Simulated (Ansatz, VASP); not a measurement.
**One calculation of V, two programs**

Contents of INCAR:

```
SYSTEM = V
PREC     = Accurate       ! precision mode
ENCUT    = 520            ! plane-wave cutoff, eV
EDIFF    = 1E-6           ! SCF threshold, eV
ISMEAR   = -1             ! smearing method
SIGMA    = 0.05           ! smearing width, eV
LREAL    = .False.        ! projectors in reciprocal space
LASPH    = .True.         ! aspherical terms in the spheres
NELM     = 150            ! most SCF steps
ALGO     = Normal         ! electronic algorithm
ISIF     = 2              ! what is computed and relaxed
LWAVE    = .False.        ! write WAVECAR
LCHARG   = .True.         ! write CHGCAR
ISPIN    = 2              ! spin polarisation
MAGMOM   = 1.5            ! initial moments
LORBIT   = 11             ! projections on sites
LMAXMIX  = 4              ! l up to which the mixer works
GGA      = PE             ! functional
LELF     = .True.         ! ELF
LVHAR    = .True.       
NBANDS   = 16             ! bands
```

KPOINTS

```
regular mesh
0
Gamma
  19 19 19
  0 0 0
```

Contents of POSCAR:

```
V
1.0
    0.0000000000      1.8796640285      1.9082883538
    1.8796640285      0.0000000000      1.9082883538
    1.8796640285      1.8796640285      0.0000000000
V
1
Direct
    0.0000000000      0.0000000000      0.0000000000
```

Input for Ansatz:

```yaml
crystal:
  lattice:
    - [0.0, 1.8796640285, 1.9082883538]
    - [1.8796640285, 0.0, 1.9082883538]
    - [1.8796640285, 1.8796640285, 0.0]
  atoms:
    - { symbol: V, position: [0.0, 0.0, 0.0], spin: 1.5 }
magnetization:
  spin_polarized: true
kpoints:
  mp_grid: { grid: [19, 19, 19] }
scf:
  occupations: { method: fermi_dirac, width: 0.05 }
hamiltonian:
  xc: pbe
  pseudopotentials: { kind: all_electron, lapw: { basis_error: 0.001 } }
output:
  forces: true
  stress: true
  eigenvalues: true
```

Change from the starting cell: x and y stretched by -1.5 %, z held.

Alike in both runs: task single point; functional PBE; k mesh 19 × 19 × 19; occupations fermi-dirac, width 0.05 eV; collinear spin.

|  | VASP | Ansatz |
| --- | --- | --- |
| version | VASP 6.6.1 | Ansatz 0.2.0 |
| potentials or method | VASP PAW PBE potentials, release 64 (V_sv), cutoff 520 eV | all-electron LAPW, scalar-relativistic |

Ansatz gave:

```
pressure (GPa)                                                : 5.6
traceless stress, the component that is largest in VASP (GPa) : 2.76
net moment per atom (μB)                                      : 0.00
```

Problem. Which values does VASP return?

Solution. Pressure (GPa): 5.9; traceless stress, the component that is largest in VASP (GPa): 2.77; net moment per atom (μB): 0.00.

Ansatz ran all-electron here, and VASP with PAW potentials. Ansatz's warnings: seeded moment not kept.
